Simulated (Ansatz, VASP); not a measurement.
C: VASP beside Ansatz

```xyz
2
Lattice="0.0000 1.7943 1.7943 1.7943 0.0000 1.7943 1.7943 1.7943 0.0000" Properties=species:S:1:pos:R:3 pbc="T T T"
C    -0.4486   -0.4486   -0.4486
C     0.4486    0.4486    0.4486
```

Alike in both runs: functional RPBE; k mesh 14 × 14 × 14; occupations fermi-dirac, width 0.02 eV; no spin polarisation.

Ansatz relaxed the structure, and its values are those at the end. VASP's run is a single point on that final structure, the one shown.

|  | VASP | Ansatz |
| --- | --- | --- |
| version | VASP 6.6.1 | Ansatz 0.2.0 |
| potentials or method | VASP PAW PBE potentials, release 64 (C) | PAW with Ansatz's default frozen-core files, scalar-relativistic |
| plane-wave cutoff (eV) | 520 | 420 |
| valence electrons in the cell | 8 | 8 |

Ansatz gave:

- pressure (GPa): 0.0

Q: Estimate VASP's values.

A: Pressure (GPa): 0.5.

VASP's potentials were made for PBE, not for RPBE. The functional is the same, so the differences come from potentials, cutoffs and numerics.
